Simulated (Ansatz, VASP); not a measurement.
Two plane-wave programs on SnGe2

```
Sn Ge
1.0
     0.00000    3.36342    3.36342
     3.36342    0.00000    3.36342
     3.36342    3.36342    0.00000
Sn Ge
1 2
Direct
  0.00000 0.00000 0.00000
  0.75000 0.75000 0.75000
  0.50000 0.50000 0.50000
```

Change from the starting cell: species swapped into the Cu2Se type (F-43m, No. 216).

Alike in both runs: functional PBE; k mesh 12 × 12 × 12; occupations gaussian, width 0.1 eV; no spin polarisation.

Ansatz relaxed the structure, and its values are those at the end. VASP's run is a single point on that final structure, the one shown.

|  | VASP | Ansatz |
| --- | --- | --- |
| version | VASP 6.6.1 | Ansatz 0.2.0 |
| potentials or method | VASP PAW PBE potentials, release 64 (Sn_d, Ge_d), cutoff 520 eV | scalar-relativistic, plane waves, PAW |
| valence electrons in the cell | 42 | 42 |

|  | VASP | Ansatz | Ansatz less VASP |
| --- | --- | --- | --- |
| gap on the k mesh at the Fermi level (eV) | none | none | - |
| pressure (GPa) | 0.0 | 0.0 | +0.01 |

A gap of «none» marks a metal or a gap that the smearing closes. With one functional, cell and mesh, what is left measures potentials, basis and numerics.
